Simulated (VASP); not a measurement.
# Ag (P6_3/mmc) in VASP: further runs, part 2 of 2

VASP 6.6.1. The steps go on from the part before.

### Step 4. Single point, PBEsol

This run uses another cell than the first one, of 19.23 Å³/atom, 1.052 times its volume.

Input file INCAR:

```
SYSTEM = Ag
PREC = Accurate ; ENCUT = 500
EDIFF = 1E-6 ; ISMEAR = 1
SIGMA = 0.1 ; LREAL = .False.
LASPH = .True. ; NELM = 120
ALGO = Normal ; ISIF = 2
LWAVE = .False. ; LCHARG = .False.
GGA = PS ; NBANDS = 18
GGA_COMPAT = .False.
```

Input file KPOINTS:

```
Automatic mesh
0
Gamma
  11 11 6
  0 0 0
```

Input file POSCAR:

```
Ag
1.0
    3.0061377143      0.0000000000      0.0000000000
   -1.5030688571      2.6033911835      0.0000000000
    0.0000000000      0.0000000000      4.9144708707
Ag
2
Direct
    0.3333333333      0.6666666667      0.2500000000
    0.6666666667      0.3333333333      0.7500000000
```

Potentials or basis: VASP PAW PBE potentials, release 64 (Ag).

Launch:

```bash
> cat potpaw_PBE.64/Ag/POTCAR > POTCAR
> mpirun -np 1 vasp_std > vasp.out
```

OUTCAR:

```text
SYSTEM = Ag
   PREC = Accurate
   ENCUT = 500
   EDIFF = 1E-6
   ISMEAR = 1
   LREAL = .False.
   LASPH = .True.
   NELM = 120
   ISIF = 2
   GGA = PS

 ion  position               nearest neighbor table
   1  0.333  0.667  0.250-   2 3.01   2 3.01   2 3.01   2 3.01   2 3.01   2 3.01
   2  0.667  0.333  0.750-   1 3.01   1 3.01   1 3.01   1 3.01   1 3.01   1 3.01

  LATTYP: Found a hexagonal cell.
 ALAT       =     3.0061377143
 C/A-ratio  =     1.6348122867

  Lattice vectors:

 A1 = (   3.0061377143,   0.0000000000,   0.0000000000)
 A2 = (  -1.5030688571,   2.6033911835,   0.0000000000)
 A3 = (   0.0000000000,   0.0000000000,   4.9144708707)

Analysis of symmetry for initial positions (statically):
=====================================================================
 Subroutine PRICEL returns:
 Original cell was already a primitive cell.

 Routine SETGRP: Setting up the symmetry group for a
 hexagonal supercell.

 Subroutine GETGRP returns: Found 24 space group operations
 (whereof 12 operations were pure point group operations)
 out of a pool of 24 trial point group operations.

The static configuration has the point symmetry D_3d.
 The point group associated with its full space group is D_6h.

Analysis of symmetry for dynamics (positions and initial velocities):
=====================================================================
 Subroutine PRICEL returns:
 Original cell was already a primitive cell.

 Routine SETGRP: Setting up the symmetry group for a
 hexagonal supercell.

 Subroutine GETGRP returns: Found 24 space group operations
 (whereof 12 operations were pure point group operations)
 out of a pool of 24 trial point group operations.

The dynamic configuration has the point symmetry D_3d.
 The point group associated with its full space group is D_6h.

 Subroutine INISYM returns: Found 24 space group operations
 (whereof 12 operations are pure point group operations),
 and found     1 'primitive' translations

----------------------------------------------------------------------------------------

                                     Primitive cell

  volume of cell :      38.4614

  direct lattice vectors                    reciprocal lattice vectors
     3.006137714  0.000000000  0.000000000     0.332652757  0.192057192  0.000000000
    -1.503068857  2.603391183  0.000000000     0.000000000  0.384114384  0.000000000
     0.000000000  0.000000000  4.914470871     0.000000000  0.000000000  0.203480706

  length of vectors
     3.006137714  3.006137329  4.914470871     0.384114335  0.384114384  0.203480706

  position of ions in fractional coordinates (direct lattice)
     0.333333333  0.666666667  0.250000000
     0.666666667  0.333333333  0.750000000

  ion indices of the primitive-cell ions
   primitive index   ion index
                 1           1
                 2           2

----------------------------------------------------------------------------------------

 KPOINTS: Automatic mesh

Automatic generation of k-mesh.
 Grid dimensions read from file:
 generate k-points for:   11   11    6

 Generating k-lattice:

  Cartesian coordinates                     Fractional coordinates (reciprocal lattice)
     0.030241160  0.017459745  0.000000000     0.090909091  0.000000000  0.000000000
     0.000000000  0.034919489  0.000000000     0.000000000  0.090909091  0.000000000
     0.000000000  0.000000000  0.033913451     0.000000000  0.000000000  0.166666667

  Length of vectors
     0.034919485  0.034919489  0.033913451

  Shift w.r.t. Gamma in fractional coordinates (k-lattice)
     0.000000000  0.000000000  0.000000000

 Subroutine IBZKPT returns following result:
 ===========================================

 Found     64 irreducible k-points:

 Following reciprocal coordinates:
            Coordinates               Weight
  0.000000  0.000000  0.000000      1.000000
  0.090909  0.000000  0.000000      6.000000
  0.181818  0.000000  0.000000      6.000000
  0.272727  0.000000  0.000000      6.000000
  0.363636  0.000000  0.000000      6.000000
  0.454545  0.000000  0.000000      6.000000
[... 16 lines left out ...]
  0.090909  0.090909  0.166667     12.000000
  0.181818  0.090909  0.166667     24.000000
 [... further k-points ...]
   k-points           NKPTS =     64   k-points in BZ     NKDIM =     64   number of bands    NBANDS=     18
   number of dos      NEDOS =    301   number of ions     NIONS =      2
   total plane-waves  NPLWV =  20736
   dimension x,y,z NGX =    24 NGY =   24 NGZ =   36
   dimension x,y,z NGXF=    48 NGYF=   48 NGZF=   72
   ions per type =               2
   NGX,Y,Z   is equivalent  to a cutoff of  13.27, 13.27, 12.18 a.u.
   NGXF,Y,Z  is equivalent  to a cutoff of  26.55, 26.55, 24.36 a.u.
 SYSTEM =  Ag
   PREC   = accura    normal or accurate (medium, high low for compatibility)
   ISTART =      0    job   : 0-new  1-cont  2-samecut
   ICHARG =      2    charge: 1-file 2-atom 10-const
   ISPIN  =      1    spin polarized calculation?
   LNONCOLLINEAR =      F non collinear calculations
   LSORBIT =      F    spin-orbit coupling
   LASPH  =      T    aspherical Exc in radial PAW
   ENCUT  =  500.0 eV  36.75 Ry    6.06 a.u.   5.48  5.48  8.96*2*pi/ulx,y,z
   NELM   =    120;   NELMIN=  2; NELMDL= -5     # of ELM steps
   EDIFF  = 0.1E-05   stopping-criterion for ELM
   LREAL  =      F    real-space projection
   EDIFFG = 0.1E-04   stopping-criterion for IOM
   NSW    =      0    number of steps for IOM
   IBRION =     -1    ionic relax: 0-MD 1-quasi-New 2-CG
   NFREE  =      0    steps in history (QN), initial steepest desc. (CG)
   ISIF   =      2    stress and relaxation
   ISYM   =      2    0-nonsym 1-usesym 2-fastsym
   POTIM  = 0.5000    time-step for ionic-motion
   TEBEG  =    0.0;   TEEND  =   0.0 temperature during run
   PSTRESS=    0.0 pullay stress
   NELECT =      22.0000    total number of electrons
   NUPDOWN=      -1.0000    fix difference up-down
   EMIN   =  10.00;   EMAX   =-10.00  energy-range for DOS
   EFERMI =   0.00;   METHOD = LEGACY
   ISMEAR =     1;   SIGMA  =   0.10  broadening in eV -4-tet -1-fermi 0-gaus
   EFERMI_NEDOS =   21; number of points for ismear=-14 and -15
   IALGO  =     38    algorithm
   IMIX   =      4    mixing-type and parameters
     AMIX     =   0.40;   BMIX     =  1.00
     AMIX_MAG =   1.60;   BMIX_MAG =  1.00
  volume/ion in A,a.u.               =      19.23       129.78
  Fermi-wavevector in a.u.,A,eV,Ry     =   1.358962  2.568066 25.126943  1.846778
  Thomas-Fermi vector in A             =   2.485751
   LORBIT       =      0    0 simple, 1 ext, 2 COOP (PROOUT), +10 PAW based schemes
   GGA     = PS    functional components
   LHFCALC =     F    Hartree Fock is set to
   AEXX    =    0.0000 exact exchange contribution
   IVDW    =     0    specifies the selected vdW correction
   LEPSILON=     F    determine dielectric tensor
   LRPA    =     F    only Hartree local field effects (RPA)
 non-spin polarized calculation
 Methfessel and Paxton  Order N= 1 SIGMA  =   0.10
  energy-cutoff  :      500.00
  volume of cell :       38.46
 maximum number of plane-waves:      1008
 NGX is ok and might be reduce to    24
   NGX = 11   NGY = 11   NGZ = 17

 number of electron      21.9999994 magnetization

 Free energy of the ion-electron system (eV)
  ---------------------------------------------------
  ext. energy  EPLUGINS =         0.00000000
  ---------------------------------------------------
  free energy    TOTEN  =        -6.39084849 eV

  energy without entropy =       -6.38968662  energy(sigma->0) =       -6.39046120

 E-fermi :   6.7713     XC(G=0): -11.7082

 val. band max:        6.7254486443   @ k =   0.1818   0.1818   0.3333
 cond. band min:       6.7887845189   @ k =   0.1818   0.0000   0.1667
 fundamental gap:      0.0633358746
 Fermi energy:         6.7712537126

 k-point     1 :       0.0000    0.0000    0.0000
  band No.  band energies     occupation
      1      -0.3136      2.00000
      2       0.9759      2.00000
      3       2.2913      2.00000
      4       2.3707      2.00000
      5       2.3707      2.00000
      6       2.5614      2.00000
[... 10 lines left out ...]
     17      23.6684      0.00000
     18      23.9083      0.00000
[... 463 lines left out ...]
 k-point    24 :       0.1818    0.0909    0.1667
  band No.  band energies     occupation
      1       1.0419      2.00000
      2       1.5271      2.00000
      3       1.9787      2.00000
      4       2.1405      2.00000
      5       2.3152      2.00000
      6       2.5854      2.00000
[... 10 lines left out ...]
     17      22.0580      0.00000
     18      23.4351      0.00000

 [... further k-points ...]
[... 5 lines left out ...]
  --------------------------------------------------------------------------------------
  -------------------------------------------------------------------------------------
  Total       -2.8259274     -2.8259264     -2.4781614     -0.0000000      0.0000000      0.0000000
  in kB     -117.7189862   -117.7189461   -103.2321820     -0.0000000      0.0000000      0.0000000
  external PRESSURE =    -112.8900381 kB  Pullay stress =       0.0000000 kB

 VOLUME and BASIS-vectors are now :
 -----------------------------------------------------------------------------
  energy-cutoff  :      500.00
  volume of cell :       38.46
      direct lattice vectors                 reciprocal lattice vectors
     3.006137714  0.000000000  0.000000000     0.332652757  0.192057192  0.000000000
    -1.503068857  2.603391183  0.000000000     0.000000000  0.384114384  0.000000000
     0.000000000  0.000000000  4.914470871     0.000000000  0.000000000  0.203480706

 POSITION                                       TOTAL-FORCE (eV/Angst)
 -----------------------------------------------------------------------------------
     -0.00000      1.73559      1.22862         0.000000      0.000000      0.000000
      1.50307      0.86780      3.68585        -0.000000     -0.000000      0.000000
 -----------------------------------------------------------------------------------
    total drift:                                0.000000     -0.000000      0.000000

  FREE ENERGIE OF THE ION-ELECTRON SYSTEM (eV)
  ---------------------------------------------------
  free  energy   TOTEN  =        -6.3908484887 eV

  energy  without entropy=       -6.3896866213  energy(sigma->0) =       -6.39046120
```

stdout:

```text
POSCAR found type information on POSCAR Ag
 POSCAR found :  1 types and       2 ions
 scaLAPACK will be used
 -----------------------------------------------------------------------------
|                                                                             |
|                                                                             |
|     You enforced a specific xc type in the INCAR file but a different       |
|     I HOPE YOU KNOW WHAT YOU ARE DOING!                                     |
|                                                                             |
 -----------------------------------------------------------------------------

 LDA part: xc-table for (Slater+PW92), standard interpolation
 POSCAR, INCAR and KPOINTS ok, starting setup
 FFT: planning ... GRIDC
 FFT: planning ... GRID_SOFT
 FFT: planning ... GRID
 WAVECAR not read
 entering main loop
```

Run time: 35 s. Hardware: 1 thread of Intel Xeon Platinum 8488C (Sapphire Rapids), shared host; peak memory 0.17 GiB.

What came out:

```
Free energy            : -6.3908 eV
Pressure               : -11.3 GPa
Band gap on the k mesh : zero (band 11 reaches 9.90 eV, above the bottom of band 12 at 3.42 eV)
```

Stress tensor (GPa, compression positive):
```
-11.77   0.00   0.00
  0.00 -11.77   0.00
  0.00   0.00 -10.32
```

Levels at points of the mesh, in eV from the Fermi level:
| k point | band 7 | band 8 | band 9 | band 10 | band 11 | band 12 | band 13 | band 14 | band 15 | band 16 |
| --- | --- | --- | --- | --- | --- | --- | --- | --- | --- | --- |
| (0.00, 0.00, 0.00) | -4.21 | -3.91 | -3.91 | -3.09 | -3.09 | -0.24 | 2.84 | 15.15 | 16.74 | 16.74 |
| (0.00, 0.00, 0.50) | -4.21 | -4.21 | -3.35 | -3.35 | -3.35 | -3.35 | 10.10 | 10.10 | 15.46 | 15.46 |

Caveat: the PAW data sets were made with another functional, which shifts forces and pressure a little.

### Step 5. The runs side by side

```tsv
cell	gap on the mesh (eV)	pressure (GPa)
a = 2.956, b = 2.956, c = 4.832 Å, angles 90.0, 90.0, 120.0°, 2 atoms	none	-8.5
a = 2.981, b = 2.981, c = 4.874 Å, angles 90.0, 90.0, 120.0°, 2 atoms	none	-10.0
a = 3.006, b = 3.006, c = 4.914 Å, angles 90.0, 90.0, 120.0°, 2 atoms	none	-11.3
```

Alike in all rows: task single point; level PBEsol; potentials or basis VASP PAW PBE potentials, release 64 (Ag); no spin polarisation; k mesh 11 × 11 × 6; cutoff (eV) 500; smearing methfessel-paxton 0.1 eV.

Caveats: the PAW data sets were made with another functional, which shifts forces and pressure a little.

Total energies depend on the potentials used, so only differences within one code and one set of settings carry meaning.
